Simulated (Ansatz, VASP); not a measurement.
# One calculation of MgO, two programs

```
CELL_PARAMETERS angstrom
0.00000 2.10217 2.10217
2.10217 0.00000 2.10217
2.10217 2.10217 0.00000
ATOMIC_POSITIONS crystal
Mg 0.00000 0.00000 0.00000
O 0.50000 0.50000 0.50000
```

Alike in both runs: task single point; functional HSE06; k mesh 6 × 6 × 6; no spin polarisation.

```csv
,VASP,Ansatz
version,VASP 6.6.1,Ansatz 0.2.0
potentials or method,"VASP PAW PBE potentials, release 64 (Mg, O)",plane waves
plane-wave cutoff (eV),520,420
occupations,"gaussian, width 0.01 eV",fixed
valence electrons in the cell,8,16
```

```tsv
	VASP	Ansatz	Ansatz less VASP
gap on the k mesh at the Fermi level (eV)	6.50	6.54	+0.046
pressure (GPa)	-0.6	-0.4	+0.29
```

VASP's potentials hold 8 valence electrons a cell and Ansatz's 16, so a difference there can come from the potentials and not from the codes. Ansatz's warnings: stress exchange threshold loose, stress scf threshold loose.

The k mesh is coarse, so the values compare programs but aren't converged.
